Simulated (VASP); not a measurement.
A run of VASP 6.6.1 is set up as follows.

INCAR

```
SYSTEM = GdO
PREC = Accurate ; ENCUT = 520
EDIFF = 1E-6 ; ISMEAR = 0
SIGMA = 0.05 ; LREAL = .FALSE.
LASPH = .TRUE. ; NELM = 150
ALGO = Normal ; ISIF = 2
LWAVE = .FALSE. ; LCHARG = .FALSE.
ISPIN = 2 ; MAGMOM = 7.72 0
LORBIT = 11 ; LMAXMIX = 6
LDAU = .TRUE. ; LDAUTYPE = 2
LDAUL = 3 -1 ; LDAUU = 6 0
LDAUJ = 0 0 ; LDAUPRINT = 1
GGA = PE ; IVDW = 13
NBANDS = 23
```

KPOINTS

```
regular mesh
0
G
  8 8 8
  0 0 0
```

The input POSCAR:

```
GdO
1.0
    0.0000000000      2.7000000000      2.7000000000
    2.7000000000      0.0000000000      2.7000000000
    2.7000000000      2.7000000000      0.0000000000
Gd O
1 1
Direct
    0.0000000000      0.0000000000      0.0000000000
    0.2500000000      0.2500000000      0.2500000000
```

Potentials or basis: VASP PAW PBE potentials, release 64 (Gd, O).

Launch:

```bash
$ cat potpaw_PBE.64/Gd/POTCAR potpaw_PBE.64/O/POTCAR > POTCAR
$ mpirun -np 1 vasp_std > vasp.out
```

Question: What does it give for the dispersion energy per atom?

Answer: -0.238 eV.

Question: Estimate the pressure.

Answer: -2.3 GPa.

Eigenvalues of the final occupation matrices:
| site | spin | trace | eigenvalues |
| --- | --- | --- | --- |
| site 1 f | 1 | 6.95 | 0.99 0.99 0.99 0.99 0.99 0.99 1.00 |
| site 1 f | 2 | 0.03 | 0.00 0.00 0.00 0.00 0.00 0.00 0.01 |

Caveat: spin-orbit coupling is left out, which moves the levels of the heavy elements; a cell with one magnetic atom can't hold antiferromagnetic order, which such compounds often take; pairwise dispersion overbinds metals, which lowers pressure and volume. The state reached can hang on the start; a lower one may exist.
